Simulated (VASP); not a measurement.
# TiAl: single point with r2SCAN

The system is TiAl.

```xyz
2
Lattice="2.8324 0.0000 0.0000 0.0000 2.8324 0.0000 0.0000 0.0000 4.0050" Properties=species:S:1:pos:R:3 pbc="T T T"
Ti    0.0000    0.0000    0.0000
Al    1.4162    1.4162    2.0025
```

This cell differs from its parent crystal: ratio of the length along z to the lengths across it x 1.414, volume and fractional coordinates fixed.

* Program: VASP 6.6.1
* Task: single point
* Functional: r2SCAN
* Potentials or basis: VASP PAW PBE potentials, release 64 (Ti_sv, Al)
* Cutoff: 520 eV
* k mesh: 16 × 16 × 16
* Occupations: gaussian, width 0.15 eV
* Spin: no spin polarisation

```yaml
Pressure: 0.1 GPa
Band_gap_on_the_k_mesh: zero (an odd number of electrons rules out a gap without spin polarisation)
```

Stress tensor (GPa, compression positive):
```
-0.60  0.00  0.00
 0.00 -0.60  0.00
 0.00  0.00  1.37
```

Levels at points of the mesh, in eV from the Fermi level:
```csv
k point,band 6,band 7,band 8,band 9,band 10,band 11
"(0.00, 0.00, 0.00)",-1.93,-0.97,-0.28,2.34,2.34,3.66
"(0.50, 0.00, 0.00)",-4.90,-1.72,-0.25,2.01,2.71,4.55
"(0.50, 0.50, 0.00)",-0.67,-0.67,-0.48,-0.16,-0.16,4.31
"(0.00, 0.00, 0.50)",-5.64,-0.77,0.93,1.92,1.92,3.67
"(0.50, 0.00, 0.50)",-3.24,-1.43,-1.31,1.68,2.08,2.44
"(0.50, 0.50, 0.50)",-2.48,-2.48,2.08,2.43,2.67,4.21
```

Wall time 9.2 min on 1 thread of Intel Xeon 8259CL, with other jobs on the host, peak memory 0.31 GiB.

Caveat: the PAW data sets were made with another functional, which shifts forces and pressure a little.
